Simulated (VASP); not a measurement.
Crystal: NaSnF3.

```
Na Sn F
1.0
     3.69119    0.00000    0.00000
     0.00000    3.69119    0.00000
     0.00000    0.00000    3.69119
Na Sn F
1 1 3
Direct
  0.00000 0.00000 0.00000
  0.50000 0.50000 0.50000
  0.50000 0.50000 0.00000
  0.50000 0.00000 0.50000
  0.00000 0.50000 0.50000
```

| Property | Result |
| --- | --- |
| Program | VASP 6.6.1 |
| Task | relaxation of cell and atoms |
| Functional | PBEsol |
| Potentials or basis | VASP PAW PBE potentials, release 64 (Na_pv, Sn_d, F) |
| Cutoff | 600 eV |
| k mesh | 6 × 6 × 6 |
| Occupations | fermi-dirac, width 0.03 eV |
| Spin | no spin polarisation |

At the start: pressure 125.1 GPa; volume 10.06 Å³/atom.

Task: How do energy, volume and symmetry change on relaxing?

Result: Over 6 steps the energy falls by 2017.9 meV/atom and the volume is 17.99 Å³/atom (+78.8 %); space group Pm-3m (No. 221, to 0.1 Å) before and after.

Step by step:
```
step  energy change (eV)  largest force (eV/Å)  pressure (GPa)  volume (Å³)
   1              0.0000                0.0000          125.12        50.29
   2             -5.7273                0.0000          -29.71       131.87
   3            -10.0891                0.0000            0.28        89.69
   4            -10.0877                0.0000           -0.75        90.64
   5            -10.0890                0.0000            0.35        89.63
   6            -10.0893                0.0000           -0.01        89.95
```

Final structure:
```cif
data_structure
_symmetry_space_group_name_H-M 'P 1'
_symmetry_Int_Tables_number 1
_cell_length_a 4.4805
_cell_length_b 4.4805
_cell_length_c 4.4805
_cell_angle_alpha 90.000
_cell_angle_beta 90.000
_cell_angle_gamma 90.000
_cell_volume 89.95
loop_
_atom_site_label
_atom_site_type_symbol
_atom_site_fract_x
_atom_site_fract_y
_atom_site_fract_z
_atom_site_occupancy
Na1 Na 0.00000 0.00000 0.00000 1
Sn1 Sn 0.50000 0.50000 0.50000 1
F1 F 0.50000 0.50000 0.00000 1
F2 F 0.50000 0.00000 0.50000 1
F3 F 0.00000 0.50000 0.50000 1
```

Caveat: the volume moved by over 15 % at a fixed basis, so the end points are rough; the PAW data sets were made with another functional, which shifts forces and pressure a little.
